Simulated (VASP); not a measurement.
Set up this calculation in VASP 6.6.1, as the native input.

```yaml
Task: single point
Functional: PBEsol
Potentials_or_basis: VASP PAW PBE potentials, release 64 (W_sv)
Cutoff: 520 eV
k_mesh: 20 × 20 × 20
Occupations: gaussian, width 0.15 eV
Spin: no spin polarisation
Dipole_correction: no
Further_INCAR_settings: ALGO = Normal; EDIFF = 1e-06; NBANDS = 13
```

The structure of W lies in POSCAR:

```
W
1.0
   -1.5573675000      1.5573675000      1.6372325000
    1.5573675000     -1.5573675000      1.6372325000
    1.5573675000      1.5573675000     -1.6372325000
W
1
Direct
    0.0000000000      0.0000000000      0.0000000000
```

This cell differs from its parent crystal: strain -0.025 along x and y, +0.025 along z.

The input as run:

INCAR

```
ALGO = Normal
EDIFF = 1E-6
ENCUT = 520
GGA = PS
ISIF = 2
ISMEAR = 0
LASPH = True
LCHARG = True
LELF = True
LREAL = False
LVHAR = True
LWAVE = False
NBANDS = 13
NELM = 60
PREC = Accurate
SIGMA = 0.15
```

KPOINTS

```
k-points
0
Gamma
  20 20 20
```

Potentials or basis: VASP PAW PBE potentials, release 64 (W_sv).

Launch:

```sh
$ cat potpaw_PBE.64/W_sv/POTCAR > POTCAR
$ mpirun -np 1 vasp_std > vasp.out
```

It gave:

| Item | Value |
| --- | --- |
| Pressure | -2.9 GPa |
| Band gap on the k mesh | zero (bands 7 and 8 overlap by 5.96 eV) |

Caveat: the cell differs from its parent crystal (strain -0.025 along x and y, +0.025 along z); the stress differs along the axes, from -14 to 2 GPa; the PAW data sets were made with another functional, which shifts forces and pressure a little; spin-orbit coupling is left out, which moves the levels of the heavy elements.

Wall time 51 s on 1 thread of Intel(R) Xeon(R) Platinum 8488C (Sapphire Rapids) (shared host), peak memory 0.23 GiB.
